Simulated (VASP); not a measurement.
# Ga8Sb3As5 (R3m) in VASP: single point with PBEsol

Aim: the single point of Ga8Sb3As5 with PBEsol.

Program: VASP 6.6.1. These are calculated values, not measurements. Logs are shortened: lines on timing, memory, paths and dates and some standing lists are left out, and cuts for length are marked.

## Step 1: The cell of the first run

It takes space group R3m (No. 160, trigonal). Conventional cell: a = 8.230 Å, b = 8.230 Å, c = 20.159 Å, α = 90.00°, β = 90.00°, γ = 120.00°. Within 3.2 Å of Ga (site symmetry 3m) lie 1 As at 2.42 Å and 3 Sb at 2.56 Å. Within 3.3 Å of Ga (site symmetry m) lie 3 As at 2.48 to 2.50 Å and 1 Sb at 2.61 Å. Within 3.2 Å of Ga (site symmetry m) lie 2 As at 2.45 to 2.46 Å and 2 Sb at 2.59 Å. Ga (site symmetry 3m) has 4 As at 2.52 to 2.53 Å within 3.3 Å. Within 3.4 Å of Sb (site symmetry m) lie 4 Ga at 2.56 to 2.61 Å. Within 3.2 Å of As (site symmetry 3m) lie 4 Ga at 2.42 to 2.50 Å. Within 3.2 Å of As (site symmetry m) lie 4 Ga at 2.45 to 2.52 Å. Within 3.2 Å of As (site symmetry 3m) lie 4 Ga at 2.46 to 2.53 Å.

## Step 2: Single point, PBEsol

Contents of INCAR:

```
ALGO = Normal
EDIFF = 1E-7
ENCUT = 520
GGA = PS
ISIF = 2
ISMEAR = 0
LASPH = T
LCHARG = T
LELF = T
LREAL = Auto
LVHAR = T
LWAVE = F
NBANDS = 86
NELM = 80
PREC = Accurate
SIGMA = 0.01
```

Contents of KPOINTS:

```
k-points
0
Gamma
  3 3 3
```

Contents of POSCAR:

```
Ga8Sb3As5
1.0
    0.0000000000      5.8193000000      5.8193000000
    5.8193000000      0.0000000000      5.8193000000
    5.8193000000      5.8193000000      0.0000000000
Ga Sb As
8 3 5
Direct
    0.0054140740      0.0054140740     -0.0162422219
   -0.0053408125     -0.0053408125      0.5140763839
   -0.0095469334      0.5098126816     -0.0100784298
   -0.0053408125      0.4966052411      0.5140763839
    0.5098126816     -0.0095469334     -0.0100784298
    0.4966052411     -0.0053408125      0.5140763839
    0.5098126816      0.5098126816     -0.0100784298
    0.4992104016      0.4992104016      0.5023687953
    0.1250048480      0.1250048480      0.1256142961
    0.1250048480      0.6243760080      0.1256142961
    0.6243760080      0.1250048480      0.1256142961
    0.1255870997      0.1255870997      0.6232387010
    0.1243911626      0.6250970633      0.6254147109
    0.6250970633      0.1243911626      0.6254147109
    0.6248153858      0.6248153858      0.1255538425
    0.6250970633      0.6250970633      0.6254147109
```

Potentials or basis: VASP PAW PBE potentials, release 64 (Ga_d, Sb, As).

Launch:

```
$ cat potpaw_PBE.64/Ga_d/POTCAR potpaw_PBE.64/Sb/POTCAR potpaw_PBE.64/As/POTCAR > POTCAR
$ mpirun -np 1 vasp_std > vasp.out
```

OUTCAR:

```text
EDIFF = 1E-7
   ENCUT = 520
   GGA = PS
   ISIF = 2
   ISMEAR = 0
   LASPH = T
   LREAL = Auto
   NELM = 80
   PREC = Accurate

 ion  position               nearest neighbor table
   1  0.005  0.005  0.984-  12 2.42  10 2.56  11 2.56   9 2.56
   2  0.995  0.995  0.514-  13 2.48  14 2.48  12 2.50   9 2.61
   3  0.990  0.510  0.990-  13 2.45  15 2.46   9 2.59  10 2.59
   4  0.995  0.497  0.514-  16 2.48  13 2.48  12 2.50  10 2.61
   5  0.510  0.990  0.990-  14 2.45  15 2.46   9 2.59  11 2.59
   6  0.497  0.995  0.514-  16 2.48  14 2.48  12 2.50  11 2.61
[... 8 lines left out ...]
  15  0.625  0.625  0.126-   7 2.46   5 2.46   3 2.46   8 2.53
  16  0.625  0.625  0.625-   7 2.45   6 2.48   4 2.48   8 2.52

  LATTYP: Found a face centered cubic cell.
 ALAT       =    11.6386000000

  Lattice vectors:

 A1 = (   0.0000000000,   5.8193000000,   5.8193000000)
 A2 = (   5.8193000000,   0.0000000000,   5.8193000000)
 A3 = (   5.8193000000,   5.8193000000,   0.0000000000)

Analysis of symmetry for initial positions (statically):
=====================================================================
 Subroutine PRICEL returns:
 Original cell was already a primitive cell.

 Routine SETGRP: Setting up the symmetry group for a
 face centered cubic supercell.

 Subroutine GETGRP returns: Found  6 space group operations
 (whereof  6 operations were pure point group operations)
 out of a pool of 48 trial point group operations.

The static configuration has the point symmetry C_3v.

Analysis of symmetry for dynamics (positions and initial velocities):
=====================================================================
 Subroutine PRICEL returns:
 Original cell was already a primitive cell.

 Routine SETGRP: Setting up the symmetry group for a
 face centered cubic supercell.

 Subroutine GETGRP returns: Found  6 space group operations
 (whereof  6 operations were pure point group operations)
 out of a pool of 48 trial point group operations.

The dynamic configuration has the point symmetry C_3v.

 Subroutine INISYM returns: Found  6 space group operations
 (whereof  6 operations are pure point group operations),
 and found     1 'primitive' translations

----------------------------------------------------------------------------------------

                                     Primitive cell

  volume of cell :     394.1325

  direct lattice vectors                    reciprocal lattice vectors
     0.000000000  5.819300000  5.819300000    -0.085920987  0.085920987  0.085920987
     5.819300000  0.000000000  5.819300000     0.085920987 -0.085920987  0.085920987
     5.819300000  5.819300000  0.000000000     0.085920987  0.085920987 -0.085920987

  length of vectors
     8.229732984  8.229732984  8.229732984     0.148819515  0.148819515  0.148819515

  position of ions in fractional coordinates (direct lattice)
     0.005414074  0.005414074  0.983757778
     0.994659187  0.994659187  0.514076384
     0.990453067  0.509812682  0.989921570
     0.994659187  0.496605241  0.514076384
     0.509812682  0.990453067  0.989921570
     0.496605241  0.994659187  0.514076384
[... 8 lines left out ...]
     0.624815386  0.624815386  0.125553842
     0.625097063  0.625097063  0.625414711

  ion indices of the primitive-cell ions
   primitive index   ion index
                 1           1
                 2           2
                 3           3
                 4           4
                 5           5
                 6           6
[... 8 lines left out ...]
                15          15
                16          16

----------------------------------------------------------------------------------------

 KPOINTS: k-points

Automatic generation of k-mesh.
 Grid dimensions read from file:
 generate k-points for:    3    3    3

 Generating k-lattice:

  Cartesian coordinates                     Fractional coordinates (reciprocal lattice)
    -0.028640329  0.028640329  0.028640329     0.333333333  0.000000000  0.000000000
     0.028640329 -0.028640329  0.028640329     0.000000000  0.333333333  0.000000000
     0.028640329  0.028640329 -0.028640329     0.000000000  0.000000000  0.333333333

  Length of vectors
     0.049606505  0.049606505  0.049606505

  Shift w.r.t. Gamma in fractional coordinates (k-lattice)
     0.000000000  0.000000000  0.000000000

 Subroutine IBZKPT returns following result:
 ===========================================

 Found      6 irreducible k-points:

 Following reciprocal coordinates:
            Coordinates               Weight
  0.000000  0.000000  0.000000      1.000000
  0.333333  0.000000  0.000000      6.000000
  0.000000  0.000000  0.333333      2.000000
  0.333333  0.333333  0.000000      6.000000
 -0.333333  0.333333  0.000000      6.000000
  0.000000 -0.333333  0.333333      6.000000
   k-points           NKPTS =      6   k-points in BZ     NKDIM =      6   number of bands    NBANDS=     86
   number of dos      NEDOS =    301   number of ions     NIONS =     16
   total plane-waves  NPLWV = 262144
   dimension x,y,z NGX =    64 NGY =   64 NGZ =   64
   dimension x,y,z NGXF=   128 NGYF=  128 NGZF=  128
   ions per type =               8   3   5
   NGX,Y,Z   is equivalent  to a cutoff of  12.93, 12.93, 12.93 a.u.
   NGXF,Y,Z  is equivalent  to a cutoff of  25.86, 25.86, 25.86 a.u.
 SYSTEM =  unknown system
   PREC   = accura    normal or accurate (medium, high low for compatibility)
   ISTART =      0    job   : 0-new  1-cont  2-samecut
   ICHARG =      2    charge: 1-file 2-atom 10-const
   ISPIN  =      1    spin polarized calculation?
   LNONCOLLINEAR =      F non collinear calculations
   LSORBIT =      F    spin-orbit coupling
   LASPH  =      T    aspherical Exc in radial PAW
   ENCUT  =  520.0 eV  38.22 Ry    6.18 a.u.  15.30 15.30 15.30*2*pi/ulx,y,z
   NELM   =     80;   NELMIN=  2; NELMDL= -5     # of ELM steps
   EDIFF  = 0.1E-06   stopping-criterion for ELM
   LREAL  =      T    real-space projection
   EDIFFG = 0.1E-05   stopping-criterion for IOM
   NSW    =      0    number of steps for IOM
   IBRION =     -1    ionic relax: 0-MD 1-quasi-New 2-CG
   NFREE  =      0    steps in history (QN), initial steepest desc. (CG)
   ISIF   =      2    stress and relaxation
   ISYM   =      2    0-nonsym 1-usesym 2-fastsym
   POTIM  = 0.5000    time-step for ionic-motion
   TEBEG  =    0.0;   TEEND  =   0.0 temperature during run
   PSTRESS=    0.0 pullay stress
   NELECT =     144.0000    total number of electrons
   NUPDOWN=      -1.0000    fix difference up-down
   EMIN   =  10.00;   EMAX   =-10.00  energy-range for DOS
   EFERMI =   0.00;   METHOD = LEGACY
   ISMEAR =     0;   SIGMA  =   0.01  broadening in eV -4-tet -1-fermi 0-gaus
   EFERMI_NEDOS =   21; number of points for ismear=-14 and -15
   IALGO  =     38    algorithm
   IMIX   =      4    mixing-type and parameters
     AMIX     =   0.40;   BMIX     =  1.00
     AMIX_MAG =   1.60;   BMIX_MAG =  1.00
  volume/ion in A,a.u.               =      24.63       166.23
  Fermi-wavevector in a.u.,A,eV,Ry     =   1.170348  2.211637 18.636088  1.369714
  Thomas-Fermi vector in A             =   2.306807
   LORBIT       =      0    0 simple, 1 ext, 2 COOP (PROOUT), +10 PAW based schemes
   GGA     = PS    functional components
   LHFCALC =     F    Hartree Fock is set to
   AEXX    =    0.0000 exact exchange contribution
   IVDW    =     0    specifies the selected vdW correction
   LEPSILON=     F    determine dielectric tensor
   LRPA    =     F    only Hartree local field effects (RPA)
 non-spin polarized calculation
 Gauss-broadening in eV      SIGMA  =   0.01
  energy-cutoff  :      520.00
  volume of cell :      394.13
 maximum number of plane-waves:     10777
 NGX is ok and might be reduce to    64
   NGX = 31   NGY = 31   NGZ = 31

 number of electron     143.9999998 magnetization

 Free energy of the ion-electron system (eV)
  ---------------------------------------------------
  ext. energy  EPLUGINS =         0.00000000
  ---------------------------------------------------
  free energy    TOTEN  =       -69.17738514 eV

  energy without entropy =      -69.17696722  energy(sigma->0) =      -69.17717618

 E-fermi :   4.4855     XC(G=0):  -9.5975

 val. band max:        4.4854545885   @ k =   0.0000   0.0000   0.0000
 cond. band min:       4.4854561094   @ k =   0.0000   0.0000   0.0000
 fundamental gap:      0.0000015209
 Fermi energy:         4.4854553490

 k-point     1 :       0.0000    0.0000    0.0000
  band No.  band energies     occupation
      1     -10.8088      2.00000
      2     -10.8088      2.00000
      3     -10.8009      2.00000
      4     -10.7285      2.00000
      5     -10.7285      2.00000
      6     -10.7283      2.00000
[... 76 lines left out ...]
     83       5.8822      0.00000
     84       7.5913      0.00000

 k-point     2 :       0.3333    0.0000    0.0000
  band No.  band energies     occupation
      1     -10.8067      2.00000
      2     -10.8051      2.00000
      3     -10.7994      2.00000
      4     -10.7284      2.00000
      5     -10.7279      2.00000
      6     -10.7234      2.00000
[... 76 lines left out ...]
     83       7.2551      0.00000
     84       8.1446      0.00000

 k-point     3 :       0.0000    0.0000    0.3333
  band No.  band energies     occupation
      1     -10.8075      2.00000
      2     -10.8075      2.00000
      3     -10.7992      2.00000
      4     -10.7282      2.00000
      5     -10.7282      2.00000
      6     -10.7275      2.00000
[... 76 lines left out ...]
     83       7.2597      0.00000
     84       8.1329      0.00000

 k-point     4 :       0.3333    0.3333    0.0000
  band No.  band energies     occupation
      1     -10.8057      2.00000
      2     -10.8053      2.00000
      3     -10.7989      2.00000
      4     -10.7285      2.00000
      5     -10.7276      2.00000
      6     -10.7229      2.00000
[... 76 lines left out ...]
     83       7.3394      0.00000
     84       7.6134      0.00000

 k-point     5 :      -0.3333    0.3333    0.0000
  band No.  band energies     occupation
      1     -10.8048      2.00000
      2     -10.8037      2.00000
      3     -10.7985      2.00000
      4     -10.7281      2.00000
      5     -10.7276      2.00000
      6     -10.7197      2.00000
[... 76 lines left out ...]
     83       7.8816      0.00000
     84       8.0875      0.00000

 k-point     6 :       0.0000   -0.3333    0.3333
  band No.  band energies     occupation
      1     -10.8055      2.00000
      2     -10.8045      2.00000
      3     -10.7984      2.00000
      4     -10.7283      2.00000
      5     -10.7276      2.00000
      6     -10.7227      2.00000
[... 76 lines left out ...]
     83       7.8509      0.00000
     84       7.9326      0.00000
 [bands above 84 left out]

------------------------ aborting loop because EDIFF is reached ----------------------------------------

  FORCE on cell =-STRESS in cart. coord.  units (eV):
  Direction    XX          YY          ZZ          XY          YZ          ZX
  --------------------------------------------------------------------------------------
  -------------------------------------------------------------------------------------
  Total        1.8532385      1.8532385      1.8532385      0.1272574     -0.1272574     -0.1272574
  in kB        7.5335498      7.5335498      7.5335498      0.5173105     -0.5173105     -0.5173105
  external PRESSURE =       7.5335498 kB  Pullay stress =       0.0000000 kB

 VOLUME and BASIS-vectors are now :
 -----------------------------------------------------------------------------
  energy-cutoff  :      520.00
  volume of cell :      394.13
      direct lattice vectors                 reciprocal lattice vectors
     0.000000000  5.819300000  5.819300000    -0.085920987  0.085920987  0.085920987
     5.819300000  0.000000000  5.819300000     0.085920987 -0.085920987  0.085920987
     5.819300000  5.819300000  0.000000000     0.085920987  0.085920987 -0.085920987

 POSITION                                       TOTAL-FORCE (eV/Angst)
 -----------------------------------------------------------------------------------
      5.75629      5.75629      0.06301        -0.001556     -0.001556      0.001556
      8.77978      8.77978     11.57644         0.003652      0.003652      0.002032
      8.72740     11.52439      8.73050         0.005147     -0.001368     -0.005147
      5.88146      8.77978      8.67812        -0.002032      0.003652     -0.003652
     11.52439      8.72740      8.73050        -0.001368      0.005147     -0.005147
      8.77978      5.88146      8.67812         0.003652     -0.002032     -0.003652
[... 8 lines left out ...]
      4.36662      4.36662      7.27198        -0.000035     -0.000035      0.000035
      7.27710      7.27710      7.27525        -0.001875     -0.001875     -0.001192
 -----------------------------------------------------------------------------------
    total drift:                               -0.021809     -0.021809      0.021816

  FREE ENERGIE OF THE ION-ELECTRON SYSTEM (eV)
  ---------------------------------------------------
  free  energy   TOTEN  =       -69.1773851408 eV

  energy  without entropy=      -69.1769672226  energy(sigma->0) =      -69.17717618
```

Run time: 16 min. Hardware: 1 thread of AMD EPYC 7R13, shared host; peak memory 0.59 GiB.

What came out:

```
Free energy            : -69.1774 eV
Pressure               : 0.8 GPa
Largest force          : 0.012 eV/Å
Band gap on the k mesh : zero (filled and empty bands touch)
```

Forces in eV/Å, atoms in the order of the input:
```
Ga  -0.002 -0.002  0.002
Ga   0.004  0.004  0.002
Ga   0.005 -0.001 -0.005
Ga  -0.002  0.004 -0.004
Ga  -0.001  0.005 -0.005
Ga   0.004 -0.002 -0.004
Ga   0.005  0.005  0.001
Ga  -0.002 -0.002  0.002
Sb  -0.001 -0.001 -0.001
Sb   0.001 -0.001  0.001
Sb  -0.001  0.001  0.001
As  -0.007 -0.007  0.007
As  -0.002  0.001  0.002
As   0.001 -0.002  0.002
As   0.000  0.000  0.000
As  -0.002 -0.002 -0.001
```

Caveat: semilocal functionals underestimate gaps, so a narrow gap can read as zero; the PAW data sets were made with another functional, which shifts forces and pressure a little; spin-orbit coupling is left out, which moves the levels of the heavy elements.
